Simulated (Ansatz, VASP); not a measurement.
One calculation of Co2Si, two programs

File INCAR:

```
SYSTEM = Co2Si
PREC = Accurate ; ENCUT = 520
EDIFF = 1E-7 ; ISMEAR = 0
SIGMA = 0.1 ; LREAL = .False.
LASPH = .True. ; NELM = 150
ALGO = Fast ; ISIF = 2
LWAVE = .False. ; LCHARG = .False.
ISPIN = 2 ; MAGMOM = 3 3 3 3 3 3 3 3 0 0 0 0
LORBIT = 11 ; LMAXMIX = 4
GGA = PS ; NBANDS = 60
```

File KPOINTS:

```
regular mesh
0
Gamma
  4 6 4
  0 0 0
```

POSCAR

```
Co2Si
1.0
    4.9180000000      0.0000000000      0.0000000000
    0.0000000000      3.7380000000      0.0000000000
    0.0000000000      0.0000000000      7.1090000000
Co Si
8 4
Direct
    0.9620000000      0.7500000000      0.2180000000
    0.0380000000      0.2500000000      0.7820000000
    0.5380000000      0.2500000000      0.7180000000
    0.4620000000      0.7500000000      0.2820000000
    0.8260000000      0.7500000000      0.5620000000
    0.1740000000      0.2500000000      0.4380000000
    0.6740000000      0.2500000000      0.0620000000
    0.3260000000      0.7500000000      0.9380000000
    0.2980000000      0.7500000000      0.6110000000
    0.7020000000      0.2500000000      0.3890000000
    0.2020000000      0.2500000000      0.1110000000
    0.7980000000      0.7500000000      0.8890000000
```

Input for Ansatz:

```yaml
crystal:
  lattice:
    - [4.918, 0.0, 0.0]
    - [0.0, 3.738, 0.0]
    - [0.0, 0.0, 7.109]
  atoms:
    - { symbol: Co, position: [0.962, 0.75, 0.218], spin: 3.0 }
    - { symbol: Co, position: [0.038, 0.25, 0.782], spin: 3.0 }
    - { symbol: Co, position: [0.538, 0.25, 0.718], spin: 3.0 }
    - { symbol: Co, position: [0.462, 0.75, 0.282], spin: 3.0 }
    - { symbol: Co, position: [0.826, 0.75, 0.562], spin: 3.0 }
    - { symbol: Co, position: [0.174, 0.25, 0.438], spin: 3.0 }
    - { symbol: Co, position: [0.674, 0.25, 0.062], spin: 3.0 }
    - { symbol: Co, position: [0.326, 0.75, 0.938], spin: 3.0 }
    - { symbol: Si, position: [0.298, 0.75, 0.611] }
    - { symbol: Si, position: [0.702, 0.25, 0.389] }
    - { symbol: Si, position: [0.202, 0.25, 0.111] }
    - { symbol: Si, position: [0.798, 0.75, 0.889] }
basis:
  ecutwfc: 420
kpoints:
  mp_grid: { grid: [4, 6, 4] }
hamiltonian:
  xc: pbesol
scf:
  occupations: { method: gaussian, width: 0.1 }
  lower_state_search: "off"
output:
  forces: true
  stress: true
  eigenvalues: true
  populations: true
magnetization:
  spin_polarized: true
```

Alike in both runs: task single point; functional PBEsol; k mesh 4 × 6 × 4; occupations gaussian, width 0.1 eV; collinear spin.

|  | VASP | Ansatz |
| --- | --- | --- |
| version | VASP 6.6.1 | Ansatz 0.2.0 |
| potentials or method | VASP PAW PBE potentials, release 64 (Co, Si), cutoff 520 eV | scalar-relativistic, plane waves, PAW |
| valence electrons in the cell | 88 | 152 |

Ansatz gave:

* gap on the k mesh at the Fermi level (eV): none
* pressure (GPa): -13.0
* traceless stress, the component that is largest in VASP (GPa): -0.72
* rms of the force components (eV/Å): 0.089
* net moment per atom (μB): 0.24
* size of the moment on the site where the two differ most (μB): 0.30

Task: What did VASP give for the same quantities?

Result: gap on the k mesh at the Fermi level (eV): none; pressure (GPa): -13.0; traceless stress, the component that is largest in VASP (GPa): -0.59; rms of the force components (eV/Å): 0.088; net moment per atom (μB): 0.24; size of the moment on the site where the two differ most (μB): 0.28.

VASP's potentials were made for PBE, not for PBEsol. Site moments also hang on the region over which each program counts them. Atom by atom the forces differ by 0.008 eV/Å (rms over components). A gap of «none» marks a metal or a gap that the smearing closes. VASP's potentials hold 88 valence electrons a cell and Ansatz's 152, so a difference there can come from the potentials and not from the codes.
